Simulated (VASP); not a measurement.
# TiC (I4/mmm) in VASP: further runs, part 3 of 3

VASP 6.6.1.

## 5. Single point, PBE (strain -0.015 along x and y, +0.030 along z)

INCAR

```
SYSTEM = TiC
ALGO     = Normal         ! electronic algorithm
EDIFF    = 1E-6           ! SCF threshold, eV
ENCUT    = 520            ! plane-wave cutoff, eV
GGA      = PE             ! functional
ISIF     = 2              ! what is computed and relaxed
ISMEAR   = 0              ! smearing method
LASPH    = .True.         ! aspherical terms in the spheres
LCHARG   = .True.         ! write CHGCAR
LELF     = .True.         ! ELF
LREAL    = .False.        ! projectors in reciprocal space
LVHAR    = .True.       
LWAVE    = .False.        ! write WAVECAR
NBANDS   = 15             ! bands
NELM     = 100            ! most SCF steps
PREC     = Accurate       ! precision mode
SIGMA    = 0.15           ! smearing width, eV
```

KPOINTS

```
k-points
0
Gamma
  18 18 18
  0 0 0
```

POSCAR

```
TiC
1.0
    0.0000000000      2.1315400000      2.2289200000
    2.1315400000      0.0000000000      2.2289200000
    2.1315400000      2.1315400000      0.0000000000
Ti C
1 1
Direct
    0.0000000000      0.0000000000      0.0000000000
    0.5000000000      0.5000000000      0.5000000000
```

Potentials or basis: VASP PAW PBE potentials, release 64 (Ti_sv, C).

Started as:

```
$ cat potpaw_PBE.64/Ti_sv/POTCAR potpaw_PBE.64/C/POTCAR > POTCAR
$ mpirun -np 1 vasp_std > vasp.out
```

OUTCAR:

```text
SYSTEM = TiC
   EDIFF = 1E-6
   ENCUT = 520
   GGA = PE
   ISIF = 2
   ISMEAR = 0
   LASPH = .True.
   LREAL = .False.
   NELM = 100
   PREC = Accurate

 ion  position               nearest neighbor table
   1  0.000  0.000  0.000-   2 2.13   2 2.13   2 2.13   2 2.13   2 2.23   2 2.23
   2  0.500  0.500  0.500-   1 2.13   1 2.13   1 2.13   1 2.13   1 2.23   1 2.23

  LATTYP: Found a body centered tetragonal cell.
 ALAT       =     3.0144527767
 C/A-ratio  =     1.4788223038

  Lattice vectors:

 A1 = (  -2.1315400000,   0.0000000000,   2.2289200000)
 A2 = (   2.1315400000,   0.0000000000,   2.2289200000)
 A3 = (   0.0000000000,   2.1315400000,  -2.2289200000)

Analysis of symmetry for initial positions (statically):
=====================================================================
 Subroutine PRICEL returns:
 Original cell was already a primitive cell.

 Routine SETGRP: Setting up the symmetry group for a
 body centered tetragonal supercell.

 Subroutine GETGRP returns: Found 16 space group operations
 (whereof 16 operations were pure point group operations)
 out of a pool of 16 trial point group operations.

The static configuration has the point symmetry D_4h.

Analysis of symmetry for dynamics (positions and initial velocities):
=====================================================================
 Subroutine PRICEL returns:
 Original cell was already a primitive cell.

 Routine SETGRP: Setting up the symmetry group for a
 body centered tetragonal supercell.

 Subroutine GETGRP returns: Found 16 space group operations
 (whereof 16 operations were pure point group operations)
 out of a pool of 16 trial point group operations.

The dynamic configuration has the point symmetry D_4h.

 Subroutine INISYM returns: Found 16 space group operations
 (whereof 16 operations are pure point group operations),
 and found     1 'primitive' translations

----------------------------------------------------------------------------------------

                                     Primitive cell
[... 116 lines left out ...]
   GGA     = PE    functional components
   LHFCALC =     F    Hartree Fock is set to
   AEXX    =    0.0000 exact exchange contribution
   IVDW    =     0    specifies the selected vdW correction
   LEPSILON=     F    determine dielectric tensor
   LRPA    =     F    only Hartree local field effects (RPA)
 non-spin polarized calculation
 Gauss-broadening in eV      SIGMA  =   0.15
  energy-cutoff  :      520.00
  volume of cell :       20.25
 maximum number of plane-waves:       555
   NGX = 11   NGY = 11   NGZ = 11

 number of electron      16.0000001 magnetization

 Free energy of the ion-electron system (eV)
  ---------------------------------------------------
  ext. energy  EPLUGINS =         0.00000000
  ---------------------------------------------------
  free energy    TOTEN  =       -18.67852763 eV

  energy without entropy =      -18.67513539  energy(sigma->0) =      -18.67683151

 E-fermi :   9.4586     XC(G=0): -12.7097

 val. band max:        9.4455925638   @ k =   0.1667   0.1111   0.0000
 cond. band min:       9.4698268316   @ k =   0.1111   0.0000   0.1111
 fundamental gap:      0.0242342678
 Fermi energy:         9.4585654777

 k-point     1 :       0.0000    0.0000    0.0000
  band No.  band energies     occupation
      1     -47.1237      2.00000
      2     -23.1944      2.00000
      3     -23.1238      2.00000
      4     -23.1238      2.00000
      5      -2.9637      2.00000
      6       9.9290      0.00001
      7      10.2629      0.00000
      8      10.2629      0.00000
      9      10.9571      0.00000
     10      11.0195      0.00000
     11      11.1865      0.00000
     12      11.1865      0.00000
     13      11.3376      0.00000
     14      20.0253      0.00000
[... 401 lines left out ...]
      2     -23.3921      2.00000
      3     -23.2233      2.00000
      4     -23.1315      2.00000
      5      -1.6548      2.00000
      6       6.7799      2.00000
      7       7.6945      2.00000
      8       7.7933      2.00000
      9      11.0395      0.00000
     10      11.3551      0.00000
     11      12.4196      0.00000
     12      14.3821      0.00000
     13      15.9532      0.00000
     14      20.8226      0.00000
     15      23.6067      0.00000

 [... further k-points ...]
[... 5 lines left out ...]
  --------------------------------------------------------------------------------------
  -------------------------------------------------------------------------------------
  Total        0.9792889      0.9792889     -1.1305439      0.0000000      0.0000000      0.0000000
  in kB       77.4657886     77.4657886    -89.4306868      0.0000000      0.0000000      0.0000000
  external PRESSURE =      21.8336301 kB  Pullay stress =       0.0000000 kB

 VOLUME and BASIS-vectors are now :
 -----------------------------------------------------------------------------
  energy-cutoff  :      520.00
  volume of cell :       20.25
      direct lattice vectors                 reciprocal lattice vectors
     0.000000000  2.131540000  2.228920000    -0.234572187  0.234572187  0.224323888
     2.131540000  0.000000000  2.228920000     0.234572187 -0.234572187  0.224323888
     2.131540000  2.131540000  0.000000000     0.234572187  0.234572187 -0.224323888

 POSITION                                       TOTAL-FORCE (eV/Angst)
 -----------------------------------------------------------------------------------
      0.00000      0.00000      0.00000         0.000000     -0.000000     -0.000000
      2.13154      2.13154      2.22892        -0.000000      0.000000      0.000000
 -----------------------------------------------------------------------------------
    total drift:                                0.000000     -0.000000     -0.000000

  FREE ENERGIE OF THE ION-ELECTRON SYSTEM (eV)
  ---------------------------------------------------
  free  energy   TOTEN  =       -18.6785276290 eV

  energy  without entropy=      -18.6751353888  energy(sigma->0) =      -18.67683151
```

Run time: 79 s. Hardware: 1 thread of Intel Xeon Platinum 8124M at 3.00GHz (Skylake/Cascade Lake), shared host; peak memory 0.26 GiB.

What came out:

```yaml
Free_energy: -18.6785 eV
Pressure: 2.2 GPa
Band_gap_on_the_k_mesh: zero (band 8 reaches 10.26 eV, above the bottom of band 9 at 8.91 eV)
```

Stress tensor (GPa, compression positive):
```
 7.75  0.00  0.00
 0.00  7.75  0.00
 0.00  0.00 -8.94
```

Caveat: the cell differs from its parent crystal (strain -0.015 along x and y, +0.030 along z).

## 6. Single point, PBE (strain +0.000 along x and y, +0.015 along z)

INCAR

```
PREC = Accurate
ENCUT = 520
EDIFF = 1E-6
ISMEAR = 0
SIGMA = 0.15
LREAL = F
LASPH = T
NELM = 60
ALGO = Normal
ISIF = 2
LWAVE = F
LCHARG = F
GGA = PE
NBANDS = 15
```

KPOINTS

```
Automatic mesh
0
Gamma
  18 18 18
```

POSCAR

```
TiC
1.0
    0.0000000000      2.1640000000      2.1964600000
    2.1640000000      0.0000000000      2.1964600000
    2.1640000000      2.1640000000      0.0000000000
Ti C
1 1
Direct
    0.0000000000      0.0000000000      0.0000000000
    0.5000000000      0.5000000000      0.5000000000
```

Potentials or basis: VASP PAW PBE potentials, release 64 (Ti_sv, C).

Started as:

```
$ cat potpaw_PBE.64/Ti_sv/POTCAR potpaw_PBE.64/C/POTCAR > POTCAR
$ mpirun -np 1 vasp_std > vasp.out
```

Wall time 75 s (1 thread of Intel Xeon Platinum 8124M at 3.00GHz (Skylake/Cascade Lake), shared host); peak memory 0.26 GiB.

It converged, with:

| Quantity | Value |
| --- | --- |
| Free energy | -18.7059 eV |
| Pressure | -2.5 GPa |
| Band gap on the k mesh | zero (band 8 reaches 9.99 eV, above the bottom of band 9 at 8.82 eV) |

Stress tensor (GPa, compression positive):
```
-0.75  0.00  0.00
 0.00 -0.75  0.00
 0.00  0.00 -6.14
```

Levels at points of the mesh, in eV from the Fermi level:
```tsv
k point	band 6	band 7	band 8	band 9	band 10	band 11
(0.00, 0.00, 0.00)	0.61	0.72	0.72	1.62	1.62	1.67
(0.50, 0.00, 0.00)	-5.79	-2.88	-2.85	2.83	2.89	4.02
(0.50, 0.50, 0.00)	-3.53	-1.57	0.02	0.02	2.65	3.44
(0.50, 0.00, 0.50)	-3.37	-1.59	-0.09	-0.09	2.65	3.40
```

Caveat: the cell differs from its parent crystal (strain +0.000 along x and y, +0.015 along z).

## 7. The runs side by side

```csv
cell,gap on the mesh (eV),pressure (GPa)
"a = 3.037, b = 3.037, c = 3.014 Å, angles 60.3, 60.3, 59.5°, 2 atoms",none,9.4
"a = 3.037, b = 3.037, c = 3.060 Å, angles 59.8, 59.8, 60.5°, 2 atoms",none,5.1
"a = 3.061, b = 3.061, c = 3.014 Å, angles 60.5, 60.5, 59.0°, 2 atoms",none,5.5
"a = 3.084, b = 3.084, c = 3.014 Å, angles 60.7, 60.7, 58.5°, 2 atoms",none,2.2
"a = 3.083, b = 3.083, c = 3.060 Å, angles 60.2, 60.2, 59.5°, 2 atoms",none,-2.5
```

Alike in all rows: task single point; level PBE; potentials or basis VASP PAW PBE potentials, release 64 (Ti_sv, C); no spin polarisation; k mesh 18 × 18 × 18; cutoff (eV) 520; smearing gaussian 0.15 eV.

Total energies depend on the potentials used, so only differences within one code and one set of settings carry meaning.
